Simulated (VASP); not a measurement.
Set up this calculation in VASP 6.6.1, as the native input.

| Item | Value |
| --- | --- |
| Task | single point |
| Functional | PBE |
| Potentials or basis | VASP PAW PBE potentials, release 64 (Al, H) |
| Cutoff | 520 eV |
| k mesh | 6 × 6 × 1 |
| Occupations | gaussian, width 0.1 eV |
| Spin | collinear spin |
| Starting moments | [0.0, 0.0, 0.0, 0.0, 0.0, 0.0, 0.0, 0.0, 0.0, 0.0, 0.0, 0.0, 1.0] μB |
| Dipole correction | yes |
| Further INCAR settings | ALGO = Normal; EDIFF = 1e-06; NBANDS = 34 |

The structure of Al12H lies in POSCAR:

```
Al12H
1.0
    5.7135165838      0.0000000000      0.0000000000
   -2.8567582919      4.9480505065      0.0000000000
    0.0000000000      0.0000000000     21.6013781936
Al H
12 1
Direct
    0.3333333333      0.1666666667      0.1851733702
    0.3333333333      0.6666666667      0.1851733702
    0.8333333333      0.1666666667      0.1851733702
    0.8333333333      0.6666666667      0.1851733702
    0.1666666667      0.3333333333      0.2916813828
    0.1666666667      0.8333333333      0.2916813828
    0.6666666667      0.3333333333      0.2916813828
    0.6666666667      0.8333333333      0.2916813828
    0.0000000000      0.0000000000      0.3981865470
    0.0000000000      0.5000000000      0.3981865470
    0.5000000000      0.0000000000      0.3981865470
    0.5000000000      0.5000000000      0.3981865470
    0.0000000000      0.0000000000      0.5171604373
```

One way to write it, as run:

INCAR

```
SYSTEM = Al12H
PREC = Accurate
ENCUT = 520
EDIFF = 1E-6
ISMEAR = 0
SIGMA = 0.1
LREAL = .False.
LASPH = .True.
NELM = 150
ALGO = Normal
ISIF = 2
LWAVE = .False.
LCHARG = .False.
ISPIN = 2
MAGMOM = 0 0 0 0 0 0 0 0 0 0 0 0 1
LORBIT = 11
LDIPOL = .True.
IDIPOL = 3
DIPOL = 0.5 0.5 0.309
GGA = PE
NBANDS = 34
```

KPOINTS

```
regular mesh
0
Gamma
  6 6 1
  0 0 0
```

Potentials or basis: VASP PAW PBE potentials, release 64 (Al, H).

Run with:

```console
$ cat potpaw_PBE.64/Al/POTCAR potpaw_PBE.64/H/POTCAR > POTCAR
$ mpirun -np 1 vasp_std > vasp.out
```

It gave:

| Item | Value |
| --- | --- |
| Largest force | 1.498 eV/Å |
| Net moment | 0.34 μB per cell |
| Site moments | Al -0.00, +0.00, -0.01 (each value once); H +0.17 μB |
| Valence electrons inside the program's atomic spheres | Al 0.76, 0.78, 0.74 (each value once); H 0.40 |

It took 6.1 min on 1 thread of Intel(R) Xeon(R) 6975P-C (Granite Rapids), with other jobs on the host, peak memory 0.92 GiB.
